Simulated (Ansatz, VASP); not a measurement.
## As2Se in VASP and in Ansatz

```xyz
6
Lattice="-3.4466 3.4466 2.5998 3.4466 -3.4466 2.5998 3.4466 3.4466 -2.5998" Properties=species:S:1:pos:R:3 pbc="T T T"
As    0.0000    5.1699    0.6500
As    0.0000    1.7233    0.6500
As    1.7233    3.4466    1.9499
As   -1.7233    3.4466    1.9499
Se    0.0000    0.0000    2.5998
Se    3.4466    0.0000    1.2999
```

Alike in both runs: functional LDA; k mesh 8 × 8 × 8; occupations gaussian, width 0.1 eV; no spin polarisation.

Ansatz relaxed the structure, and its values are those at the end. VASP's run is a single point on that final structure, the one shown.

|  | VASP | Ansatz |
| --- | --- | --- |
| version | VASP 6.6.1 | Ansatz 0.2.0 |
| potentials or method | VASP PAW LDA potentials, release 64 (As, Se), cutoff 520 eV | scalar-relativistic, plane waves, PAW |
| valence electrons in the cell | 32 | 92 |

Ansatz gave:

- gap on the k mesh at the Fermi level (eV): none
- pressure (GPa): 0.0

**Question.** Estimate VASP's values.

**Answer.** gap on the k mesh at the Fermi level (eV): none; pressure (GPa): 0.3.

LDA's correlation is that of Perdew and Zunger in VASP and of Perdew and Wang (1992) in Ansatz. A gap of «none» marks a metal or a gap that the smearing closes. VASP's potentials hold 32 valence electrons a cell and Ansatz's 92, so a difference there can come from the potentials and not from the codes.
